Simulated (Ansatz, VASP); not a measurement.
## Ga in VASP and in Ansatz

```
Ga
1.0
     2.25535   -3.82240    0.00000
     2.25535    3.82240    0.00000
     0.00000    0.00000    4.60703
Ga
4
Cartesian
  2.2553 2.6566 0.3617
  2.2553 -1.1658 1.9419
  2.2553 -2.6566 4.2454
  2.2553 1.1658 2.6652
```

Change from the starting cell: zz strain of +2 %, PAW files.

Alike in both runs: task electric field gradients; functional PBE; k mesh 9 × 9 × 8; occupations fermi-dirac, width 0.05 eV; no spin polarisation.

|  | VASP | Ansatz |
| --- | --- | --- |
| version | VASP 6.6.1 | Ansatz 0.2.0 |
| potentials or method | VASP PAW PBE potentials, release 64 (Ga_d) | PAW with Ansatz's default frozen-core files, scalar-relativistic |
| plane-wave cutoff (eV) | 520 | 420 |
| valence electrons in the cell | 52 | 52 |

Ansatz gave:

| Item | Value |
| --- | --- |
| pressure (GPa) | 1.2 |
| traceless stress, the component that is largest in VASP (GPa) | 2.35 |
| rms of the force components (eV/Å) | 0.282 |
| size of Vzz on the site where it differs most (V/Å²) | 53.2 |

What did VASP give for the same quantities?

Pressure (GPa): 1.3; traceless stress, the component that is largest in VASP (GPa): 2.37; rms of the force components (eV/Å): 0.282; size of Vzz on the site where it differs most (V/Å²): 50.8.

Atom by atom the forces differ by 0.000 eV/Å (rms over components).
